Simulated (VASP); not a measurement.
# Si (I4_1/amd) in VASP: a series of runs

Runs on Si. Level: LDA. Tasks: single point.

Program: VASP 6.6.1. These are calculated values, not measurements. Logs are shortened: lines on timing, memory, paths and dates and some standing lists are left out, and cuts for length are marked.

**1. The cell of the first run**

It takes space group I4_1/amd (No. 141, tetragonal). The conventional cell has a = 4.932 Å, b = 4.932 Å, c = 2.765 Å, α = 90.00°, β = 90.00°, γ = 90.00°. Within 3.4 Å of Si (site symmetry -4m2) lie 10 Si at 2.56 to 3.22 Å.

**2. Single point, LDA (strain +0.040 along x and y, +0.040 along z)**

Input file INCAR:

```
SYSTEM = Si
ALGO = Normal
EDIFF = 1E-7
ENCUT = 520
ISIF = 2
ISMEAR = 0
LASPH = .TRUE.
LCHARG = .FALSE.
LREAL = .FALSE.
LWAVE = .FALSE.
NBANDS = 11
NELM = 60
PREC = Accurate
SIGMA = 0.15
```

Input file KPOINTS:

```
k-points
0
G
  20 20 20
  0 0 0
```

Input file POSCAR:

```
Si
1.0
   -2.4662271967      2.4662271967      1.3824360055
    2.4662271967     -2.4662271967      1.3824360055
    2.4662271967      2.4662271967     -1.3824360055
Si
2
Direct
    0.2500000000      0.7500000000      0.5000000000
    0.5000000000      0.5000000000      0.0000000000
```

Potentials or basis: VASP PAW LDA potentials, release 64 (Si).

The run is started by

```console
> cat potpaw_LDA.64/Si/POTCAR > POTCAR
> mpirun -np 1 vasp_std > vasp.out
```

OUTCAR:

```text
SYSTEM = Si
   EDIFF = 1E-7
   ENCUT = 520
   ISIF = 2
   ISMEAR = 0
   LASPH = .TRUE.
   LREAL = .FALSE.
   NELM = 60
   PREC = Accurate

 ion  position               nearest neighbor table
   1  0.250  0.750  0.500-   2 2.56   2 2.56   2 2.56   2 2.56
   2  0.500  0.500  0.000-   1 2.56   1 2.56   1 2.56   1 2.56

  LATTYP: Found a body centered tetragonal cell.
 ALAT       =     4.9324543934
 C/A-ratio  =     0.5605468983

  Lattice vectors:

 A1 = (  -2.4662271967,   2.4662271967,   1.3824360055)
 A2 = (   2.4662271967,  -2.4662271967,   1.3824360055)
 A3 = (   2.4662271967,   2.4662271967,  -1.3824360055)

Analysis of symmetry for initial positions (statically):
=====================================================================
 Subroutine PRICEL returns:
 Original cell was already a primitive cell.

 Routine SETGRP: Setting up the symmetry group for a
 body centered tetragonal supercell.

 Subroutine GETGRP returns: Found 16 space group operations
 (whereof  8 operations were pure point group operations)
 out of a pool of 16 trial point group operations.

The static configuration has the point symmetry D_2d.
 The point group associated with its full space group is D_4h.

Analysis of symmetry for dynamics (positions and initial velocities):
=====================================================================
 Subroutine PRICEL returns:
 Original cell was already a primitive cell.

 Routine SETGRP: Setting up the symmetry group for a
 body centered tetragonal supercell.

 Subroutine GETGRP returns: Found 16 space group operations
 (whereof  8 operations were pure point group operations)
 out of a pool of 16 trial point group operations.

The dynamic configuration has the point symmetry D_2d.
 The point group associated with its full space group is D_4h.

 Subroutine INISYM returns: Found 16 space group operations
 (whereof  8 operations are pure point group operations),
 and found     1 'primitive' translations

----------------------------------------------------------------------------------------

                                     Primitive cell

  volume of cell :      33.6334

  direct lattice vectors                    reciprocal lattice vectors
    -2.466227197  2.466227197  1.382436006     0.000000000  0.202738823  0.361680395
     2.466227197 -2.466227197  1.382436006     0.202738823  0.000000000  0.361680395
     2.466227197  2.466227197 -1.382436006     0.202738823  0.202738823  0.000000000

  length of vectors
     3.751757252  3.751757252  3.751757252     0.414627228  0.414627228  0.286715994

  position of ions in fractional coordinates (direct lattice)
     0.250000000  0.750000000  0.500000000
     0.500000000  0.500000000  0.000000000

  ion indices of the primitive-cell ions
   primitive index   ion index
                 1           1
                 2           2

----------------------------------------------------------------------------------------

 KPOINTS: k-points

Automatic generation of k-mesh.
 Grid dimensions read from file:
 generate k-points for:   20   20   20

 Generating k-lattice:

  Cartesian coordinates                     Fractional coordinates (reciprocal lattice)
     0.000000000  0.010136941  0.018084020     0.050000000  0.000000000  0.000000000
     0.010136941  0.000000000  0.018084020     0.000000000  0.050000000  0.000000000
     0.010136941  0.010136941  0.000000000     0.000000000  0.000000000  0.050000000

  Length of vectors
     0.020731361  0.020731361  0.014335800

  Shift w.r.t. Gamma in fractional coordinates (k-lattice)
     0.000000000  0.000000000  0.000000000

 Subroutine IBZKPT returns following result:
 ===========================================

 Found    641 irreducible k-points:

 Following reciprocal coordinates:
            Coordinates               Weight
  0.000000  0.000000  0.000000      1.000000
  0.050000  0.000000  0.000000      8.000000
  0.100000  0.000000  0.000000      8.000000
  0.150000  0.000000  0.000000      8.000000
  0.200000  0.000000  0.000000      8.000000
  0.250000  0.000000  0.000000      8.000000
[... 16 lines left out ...]
 -0.400000  0.050000  0.000000     16.000000
 -0.350000  0.050000  0.000000     16.000000
 [... further k-points ...]
   k-points           NKPTS =    641   k-points in BZ     NKDIM =    641   number of bands    NBANDS=     11
   number of dos      NEDOS =    301   number of ions     NIONS =      2
   total plane-waves  NPLWV =  21952
   dimension x,y,z NGX =    28 NGY =   28 NGZ =   28
   dimension x,y,z NGXF=    56 NGYF=   56 NGZF=   56
   ions per type =               2
   NGX,Y,Z   is equivalent  to a cutoff of  12.41, 12.41, 12.41 a.u.
   NGXF,Y,Z  is equivalent  to a cutoff of  24.81, 24.81, 24.81 a.u.
 SYSTEM =  Si
   PREC   = accura    normal or accurate (medium, high low for compatibility)
   ISTART =      0    job   : 0-new  1-cont  2-samecut
   ICHARG =      2    charge: 1-file 2-atom 10-const
   ISPIN  =      1    spin polarized calculation?
   LNONCOLLINEAR =      F non collinear calculations
   LSORBIT =      F    spin-orbit coupling
   LASPH  =      T    aspherical Exc in radial PAW
   ENCUT  =  520.0 eV  38.22 Ry    6.18 a.u.   6.98  6.98  6.98*2*pi/ulx,y,z
   NELM   =     60;   NELMIN=  2; NELMDL= -5     # of ELM steps
   EDIFF  = 0.1E-06   stopping-criterion for ELM
   LREAL  =      F    real-space projection
   EDIFFG = 0.1E-05   stopping-criterion for IOM
   NSW    =      0    number of steps for IOM
   IBRION =     -1    ionic relax: 0-MD 1-quasi-New 2-CG
   NFREE  =      0    steps in history (QN), initial steepest desc. (CG)
   ISIF   =      2    stress and relaxation
   ISYM   =      2    0-nonsym 1-usesym 2-fastsym
   POTIM  = 0.5000    time-step for ionic-motion
   TEBEG  =    0.0;   TEEND  =   0.0 temperature during run
   PSTRESS=    0.0 pullay stress
   NELECT =       8.0000    total number of electrons
   NUPDOWN=      -1.0000    fix difference up-down
   EMIN   =  10.00;   EMAX   =-10.00  energy-range for DOS
   EFERMI =   0.00;   METHOD = LEGACY
   ISMEAR =     0;   SIGMA  =   0.15  broadening in eV -4-tet -1-fermi 0-gaus
   EFERMI_NEDOS =   21; number of points for ismear=-14 and -15
   IALGO  =     38    algorithm
   IMIX   =      4    mixing-type and parameters
     AMIX     =   0.40;   BMIX     =  1.00
     AMIX_MAG =   1.60;   BMIX_MAG =  1.00
  volume/ion in A,a.u.               =      16.82       113.48
  Fermi-wavevector in a.u.,A,eV,Ry     =   1.014334  1.916814 13.998681  1.028874
  Thomas-Fermi vector in A             =   2.147556
   LORBIT       =      0    0 simple, 1 ext, 2 COOP (PROOUT), +10 PAW based schemes
   GGA     = CA    functional components
   LHFCALC =     F    Hartree Fock is set to
   AEXX    =    0.0000 exact exchange contribution
   IVDW    =     0    specifies the selected vdW correction
   LEPSILON=     F    determine dielectric tensor
   LRPA    =     F    only Hartree local field effects (RPA)
 non-spin polarized calculation
 Gauss-broadening in eV      SIGMA  =   0.15
  energy-cutoff  :      520.00
  volume of cell :       33.63
 maximum number of plane-waves:       923
   NGX = 13   NGY = 13   NGZ = 13

 number of electron       8.0000000 magnetization

 Free energy of the ion-electron system (eV)
  ---------------------------------------------------
  ext. energy  EPLUGINS =         0.00000000
  ---------------------------------------------------
  free energy    TOTEN  =       -11.35360578 eV

  energy without entropy =      -11.34451087  energy(sigma->0) =      -11.34905832

 E-fermi :   7.9006     XC(G=0): -10.6019

 val. band max:        7.8959164158   @ k =  -0.3000   0.5000   0.1500
 cond. band min:       7.9034320630   @ k =   0.3000   0.1000   0.0500
 fundamental gap:      0.0075156473
 Fermi energy:         7.9005572262

 k-point     1 :       0.0000    0.0000    0.0000
  band No.  band energies     occupation
      1      -4.9640      2.00000
      2       5.6820      2.00000
      3       5.7160      2.00000
      4       5.7160      2.00000
      5       9.9464      0.00000
      6      14.8958      0.00000
      7      15.8615      0.00000
      8      15.9833      0.00000
      9      15.9833      0.00000
     10      17.7765      0.00000
     11      17.8842      0.00000

 k-point     2 :       0.0500    0.0000    0.0000
  band No.  band energies     occupation
      1      -4.9028      2.00000
      2       5.2015      2.00000
      3       5.6913      2.00000
      4       6.3024      2.00000
      5      10.0826      0.00000
      6      14.4016      0.00000
      7      15.1460      0.00000
      8      15.8740      0.00000
      9      15.9033      0.00000
     10      17.5888      0.00000
     11      18.4975      0.00000

 k-point     3 :       0.1000    0.0000    0.0000
  band No.  band energies     occupation
      1      -4.7191      2.00000
      2       4.8137      2.00000
      3       5.6334      2.00000
      4       7.0035      2.00000
      5      10.4715      0.00000
      6      13.3221      0.00000
      7      13.8619      0.00000
      8      15.3345      0.00000
      9      15.5846      0.00000
     10      17.2268      0.00000
     11      18.9011      0.00000

 k-point     4 :       0.1500    0.0000    0.0000
  band No.  band energies     occupation
      1      -4.4137      2.00000
      2       4.5362      2.00000
      3       5.5772      2.00000
      4       7.7811      1.73998
      5      11.0621      0.00000
      6      11.9241      0.00000
      7      12.5744      0.00000
      8      14.6319      0.00000
      9      14.9174      0.00000
     10      16.5783      0.00000
     11      18.4338      0.00000
[... 239 lines left out ...]
 k-point    22 :      -0.4500    0.0500   -0.0000
  band No.  band energies     occupation
      1      -0.8800      2.00000
      2       3.1822      2.00000
      3       4.8367      2.00000
      4       6.0355      2.00000
      5       7.5778      1.99766
      6      10.2395      0.00000
      7      11.7654      0.00000
      8      13.1416      0.00000
      9      15.5016      0.00000
     10      17.7442      0.00000
     11      19.7984      0.00000

 k-point    23 :      -0.4000    0.0500    0.0000
  band No.  band energies     occupation
      1      -1.7786      2.00000
      2       3.7755      2.00000
      3       5.2344      2.00000
      4       5.8686      2.00000
      5       8.3559      0.00002
      6      10.9315      0.00000
      7      12.0139      0.00000
      8      12.5215      0.00000
      9      15.1427      0.00000
     10      16.4332      0.00000
     11      19.5611      0.00000

 k-point    24 :      -0.3500    0.0500    0.0000
  band No.  band energies     occupation
      1      -2.5789      2.00000
      2       3.7752      2.00000
      3       5.5502      2.00000
      4       6.6196      2.00000
      5       9.2452      0.00000
      6      11.5041      0.00000
      7      11.7824      0.00000
      8      12.4113      0.00000
      9      15.0198      0.00000
     10      15.4627      0.00000
     11      18.9838      0.00000

 [... further k-points ...]
[... 5 lines left out ...]
  --------------------------------------------------------------------------------------
  -------------------------------------------------------------------------------------
  Total       -2.3403842     -2.3403842     -2.2296133      0.0000000      0.0000000      0.0000000
  in kB     -111.4875953   -111.4875953   -106.2108603      0.0000000      0.0000000      0.0000000
  external PRESSURE =    -109.7286836 kB  Pullay stress =       0.0000000 kB

 VOLUME and BASIS-vectors are now :
 -----------------------------------------------------------------------------
  energy-cutoff  :      520.00
  volume of cell :       33.63
      direct lattice vectors                 reciprocal lattice vectors
    -2.466227197  2.466227197  1.382436006     0.000000000  0.202738823  0.361680395
     2.466227197 -2.466227197  1.382436006     0.202738823  0.000000000  0.361680395
     2.466227197  2.466227197 -1.382436006     0.202738823  0.202738823  0.000000000

 POSITION                                       TOTAL-FORCE (eV/Angst)
 -----------------------------------------------------------------------------------
      2.46623      0.00000      0.69122        -0.000000      0.000000     -0.000000
      0.00000      0.00000      1.38244         0.000000     -0.000000      0.000000
 -----------------------------------------------------------------------------------
    total drift:                                0.000000      0.000000      0.000000

  FREE ENERGIE OF THE ION-ELECTRON SYSTEM (eV)
  ---------------------------------------------------
  free  energy   TOTEN  =       -11.3536057752 eV

  energy  without entropy=      -11.3445108684  energy(sigma->0) =      -11.34905832
```

Wall time 66 s (1 thread of Intel Xeon 6975P-C (Granite Rapids), shared host); peak memory 0.28 GiB.

What came out:

- Free energy: -11.3536 eV
- Pressure: -11.0 GPa
- Band gap on the k mesh: zero (band 4 reaches 10.06 eV, above the bottom of band 5 at 4.19 eV)

Levels at points of the mesh, in eV from the Fermi level:
```csv
k point,band 1,band 2,band 3,band 4,band 5,band 6,band 7,band 8,band 9
"(0.00, 0.00, 0.00)",-12.86,-2.22,-2.18,-2.18,2.05,7.00,7.96,8.08,8.08
"(0.50, 0.00, 0.00)",-7.42,-6.26,-1.89,-1.75,-1.61,1.43,4.01,5.17,8.47
"(0.50, 0.50, 0.00)",-9.97,-9.97,0.45,0.45,2.48,2.48,7.25,7.25,8.96
"(0.50, 0.50, 0.50)",-7.89,-7.89,-6.08,-6.08,5.13,5.13,11.58,11.58,13.00
```

Caveat: the cell differs from its parent crystal (strain +0.040 along x and y, +0.040 along z).

**3. Single point, LDA (strain -0.080 along x and y, -0.080 along z)**

Input file INCAR:

```
  PREC = Accurate
  ENCUT = 520
  EDIFF = 1E-6
  ISMEAR = 0
  SIGMA = 0.15
  LREAL = False
  LASPH = True
  NELM = 80
  ALGO = Normal
  ISIF = 2
  LWAVE = False
  LCHARG = True
  LELF = True
  LVHAR = True
  NBANDS = 11
```

Input file KPOINTS:

```
regular mesh
0
Gamma
  20 20 20
```

Input file POSCAR:

```
Si
1.0
   -2.1816625201      2.1816625201      1.2229241587
    2.1816625201     -2.1816625201      1.2229241587
    2.1816625201      2.1816625201     -1.2229241587
Si
2
Direct
    0.2500000000      0.7500000000      0.5000000000
    0.5000000000      0.5000000000      0.0000000000
```

Potentials or basis: VASP PAW LDA potentials, release 64 (Si).

The run is started by

```console
> cat potpaw_LDA.64/Si/POTCAR > POTCAR
> mpirun -np 1 vasp_std > vasp.out
```

Run time: 1.7 min. Hardware: 1 thread of Intel Xeon Platinum 8488C (Sapphire Rapids), shared host; peak memory 0.23 GiB.

The run converged. Its results:

- Free energy: -10.7163 eV
- Pressure: 48.6 GPa
- Band gap on the k mesh: zero (band 4 reaches 15.86 eV, above the bottom of band 5 at 7.62 eV)

Stress tensor (GPa, compression positive):
```
52.76  0.00  0.00
 0.00 52.76  0.00
 0.00  0.00 40.31
```

Levels at points of the mesh, in eV from the Fermi level:
| k point | band 1 | band 2 | band 3 | band 4 | band 5 | band 6 | band 7 | band 8 |
| --- | --- | --- | --- | --- | --- | --- | --- | --- |
| (0.00, 0.00, 0.00) | -16.27 | -2.95 | -2.95 | -0.90 | 0.39 | 8.29 | 10.87 | 11.36 |
| (0.50, 0.00, 0.00) | -8.61 | -8.43 | -2.49 | -2.30 | -0.99 | 0.08 | 5.74 | 6.08 |
| (0.50, 0.50, 0.00) | -12.53 | -12.53 | 0.32 | 0.32 | 3.17 | 3.17 | 9.98 | 9.98 |
| (0.50, 0.50, 0.50) | -9.12 | -9.12 | -8.61 | -8.61 | 6.25 | 6.25 | 16.31 | 16.31 |

Caveat: the cell differs from its parent crystal (strain -0.080 along x and y, -0.080 along z).

**4. Single point, LDA (strain -0.080 along x and y, -0.040 along z)**

Input file INCAR:

```
SYSTEM = Si
PREC = Accurate
ENCUT = 520
EDIFF = 1E-6
ISMEAR = 0
SIGMA = 0.15
LREAL = .FALSE.
LASPH = .TRUE.
NELM = 80
ALGO = Normal
ISIF = 2
LWAVE = .FALSE.
LCHARG = .FALSE.
NBANDS = 11
```

Input file KPOINTS:

```
regular mesh
0
G
  20 20 20
  0 0 0
```

Input file POSCAR:

```
Si
1.0
   -2.1816625201      2.1816625201      1.2760947743
    2.1816625201     -2.1816625201      1.2760947743
    2.1816625201      2.1816625201     -1.2760947743
Si
2
Direct
    0.2500000000      0.7500000000      0.5000000000
    0.5000000000      0.5000000000      0.0000000000
```

The run is started by

```console
> cat potpaw_LDA.64/Si/POTCAR > POTCAR
> mpirun -np 1 vasp_std > vasp.out
```

Run time: 1.9 min. Hardware: 1 thread of Intel Xeon Platinum 8488C (Sapphire Rapids), shared host; peak memory 0.24 GiB.

The run converged. Its results:

| Item | Value |
| --- | --- |
| Free energy | -10.9208 eV |
| Pressure | 38.5 GPa |
| Band gap on the k mesh | zero (band 4 reaches 15.52 eV, above the bottom of band 5 at 7.16 eV) |

Stress tensor (GPa, compression positive):
```
44.89  0.00  0.00
 0.00 44.89  0.00
 0.00  0.00 25.69
```

Levels at points of the mesh, in eV from the Fermi level:
| k point | band 1 | band 2 | band 3 | band 4 | band 5 | band 6 | band 7 | band 8 | band 9 |
| --- | --- | --- | --- | --- | --- | --- | --- | --- | --- |
| (0.00, 0.00, 0.00) | -15.83 | -2.56 | -2.56 | -0.33 | 0.79 | 7.97 | 10.10 | 10.89 | 10.98 |
| (0.50, 0.00, 0.00) | -8.81 | -8.31 | -2.46 | -2.30 | -1.10 | 0.21 | 5.69 | 6.10 | 11.33 |
| (0.50, 0.50, 0.00) | -12.09 | -12.09 | 0.66 | 0.66 | 3.65 | 3.65 | 8.58 | 8.58 | 9.29 |
| (0.50, 0.50, 0.50) | -8.66 | -8.66 | -8.19 | -8.19 | 5.04 | 5.04 | 16.17 | 16.17 | 16.41 |

Caveat: the cell differs from its parent crystal (strain -0.080 along x and y, -0.040 along z).

[end of part 1 of 2]
